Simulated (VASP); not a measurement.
Here is a VASP 6.6.1 calculation.

Contents of INCAR:

```
PREC     = Accurate       # precision mode
ENCUT    = 520            # plane-wave cutoff, eV
EDIFF    = 1E-8           # SCF threshold, eV
ISMEAR   = -1             # smearing method
SIGMA    = 0.15           # smearing width, eV
LREAL    = False          # projectors in reciprocal space
LASPH    = True           # aspherical terms in the spheres
NELM     = 60             # most SCF steps
ALGO     = Normal         # electronic algorithm
ISIF     = 2              # what is computed and relaxed
LWAVE    = False          # write WAVECAR
LCHARG   = True           # write CHGCAR
GGA      = PS             # functional
NBANDS   = 16             # bands
IBRION   = 8              # ionic algorithm
NSW      = 1              # ionic steps
```

KPOINTS

```
Automatic mesh
0
Gamma
  14 14 14
```

Contents of POSCAR:

```
Al2Cu
1.0
   -2.0114820627      2.0114820627      2.8446652135
    2.0114820627     -2.0114820627      2.8446652135
    2.0114820627      2.0114820627     -2.8446652135
Al Cu
2 1
Direct
    0.7500000000      0.2500000000      0.5000000000
    0.2500000000      0.7500000000      0.5000000000
    0.5000000000      0.5000000000      0.0000000000
```

Potentials or basis: VASP PAW PBE potentials, release 64 (Al, Cu).

The run is started by

```console
$ cat potpaw_PBE.64/Al/POTCAR potpaw_PBE.64/Cu/POTCAR > POTCAR
$ mpirun -np 1 vasp_std > vasp.out
```

Task: What does it give for the highest phonon frequency at Γ, LO-TO splitting left out?

Result: 299 cm⁻¹.

Phonon frequencies in cm⁻¹ (negative: imaginary):
```csv
q point,frequencies
"(0.000, 0.000, 0.000)",0 0 0 275 275 275 299 299 299
```

Caveat: the cell differs from its parent crystal (phonons at volume x 0.98); the cell wasn't relaxed at this level first, which shifts response properties.
